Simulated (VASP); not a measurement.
The system is Mg3GeN.

```
Mg Ge N
1.0
     4.56357    0.00000    0.00000
    -2.28179    3.95217    0.00000
     0.00000    0.00000    4.86708
Mg Ge N
3 1 1
Direct
  0.50000 0.00000 0.00000
  0.00000 0.50000 0.00000
  0.50000 0.50000 0.00000
  0.00000 0.00000 0.00000
  0.00000 0.00000 0.50000
```

The cell was generated, and may not be a known phase.

| Quantity | Value |
| --- | --- |
| Program | VASP 6.6.1 |
| Task | relaxation of cell and atoms |
| Functional | PBE |
| Potentials or basis | VASP PAW PBE potentials, release 64 (Mg_sv, Ge_d, N) |
| Cutoff | 840 eV |
| k mesh | 6 × 6 × 4 |
| Occupations | gaussian, width 0.1 eV |
| Spin | no spin polarisation |

At the start: pressure 43.1 GPa; volume 17.56 Å³/atom.

Q: How do energy, volume and symmetry change on relaxing?

A: Over 9 steps the energy falls by 1950.4 meV/atom and the volume is 22.97 Å³/atom (+30.9 %); space group P6/mmm (No. 191, to 0.1 Å) before and after.

Step by step:
| step | energy change (eV) | largest force (eV/Å) | pressure (GPa) | volume (Å³) |
| --- | --- | --- | --- | --- |
| 1 | 0.0000 | 0.0000 | 43.08 | 87.78 |
| 2 | -8.3859 | 0.0000 | -9.87 | 152.49 |
| 3 | -8.8234 | 0.0000 | -3.18 | 129.98 |
| 4 | -8.8989 | 0.0000 | -4.64 | 134.76 |
| 5 | -9.5751 | 0.0000 | -2.62 | 122.39 |
| 6 | -9.7448 | 0.0000 | -0.37 | 115.61 |
| 7 | -9.7508 | 0.0000 | 0.44 | 113.86 |
| 8 | -9.7510 | 0.0000 | 0.24 | 114.27 |
| 9 | -9.7522 | 0.0000 | 0.00 | 114.87 |

Final structure:
```
Mg Ge N
1.0
     5.89381    0.00000    0.00000
    -2.94691    5.10419    0.00000
     0.00000    0.00000    3.81838
Mg Ge N
3 1 1
Direct
  0.50000 0.00000 0.00000
  0.00000 0.50000 0.00000
  0.50000 0.50000 0.00000
  0.00000 0.00000 0.00000
  0.00000 0.00000 0.50000
```

Caveat: the volume moved by over 15 % at a fixed basis, so the end points are rough.
